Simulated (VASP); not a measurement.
## Si8C7: single point with PBE

Si8C7:

```
Si C
1.0
     8.72000    0.00000    0.00000
     0.00000    4.36000    0.00000
     0.00000    0.00000    4.36000
Si C
8 7
Direct
  0.99649 0.99936 0.00089
  0.99884 0.48819 0.49650
  0.24995 0.99463 0.49802
  0.25305 0.49736 0.00763
  0.50238 0.99741 0.99705
  0.49739 0.49713 0.51190
  0.74955 0.00393 0.50956
  0.74628 0.50509 0.99650
  0.12092 0.25779 0.24380
  0.11913 0.74103 0.75508
  0.37082 0.25307 0.75920
  0.37924 0.73976 0.24355
  0.63221 0.25827 0.24214
  0.87178 0.24136 0.75565
  0.87759 0.74463 0.25504
```

```
Program             : VASP 6.6.1
Task                : single point
Functional          : PBE
Potentials or basis : VASP PAW PBE potentials, release 64 (Si, C)
Cutoff              : 600 eV
k mesh              : 1 × 1 × 1
Occupations         : fermi-dirac, width 0.01 eV
Spin                : no spin polarisation
```

- Pressure: 2.6 GPa
- Largest force: 2.422 eV/Å

Forces in eV/Å, atoms in the order of the input:
```
Si   1.553 -0.143  0.175
Si   1.003  0.487  0.874
Si  -1.344  0.175  0.411
Si  -2.026  0.216 -0.783
Si  -1.435  0.286 -0.230
Si  -1.186 -0.410  0.007
Si   1.520 -0.374 -0.640
Si   2.364  0.239 -0.469
C    0.758 -1.263  0.390
C    0.320  0.285 -0.341
C    0.640 -1.118 -0.848
C    1.224  1.001  0.839
C   -1.704 -0.768  0.684
C   -0.913  0.860 -0.235
C   -0.773  0.527  0.165
```

Stress tensor (GPa, compression positive):
```
-24.82   1.97   0.21
  1.97  15.54  -1.20
  0.21  -1.20  16.99
```

Levels at points of the mesh, in eV from the Fermi level:
```csv
k point,band 27,band 28,band 29,band 30,band 31,band 32,band 33,band 34
"(0.00, 0.00, 0.00)",-2.85,-2.05,-1.89,0.00,0.00,0.26,0.64,1.06
```

Wall time 37 s on 1 thread of Intel Xeon 8259CL (shared host), peak memory 0.26 GiB.

Caveat: the k points lie up to 1.44 Å⁻¹ apart; forces of over 1 eV/Å act on the atoms, so gaps and moduli don't describe the material at rest.
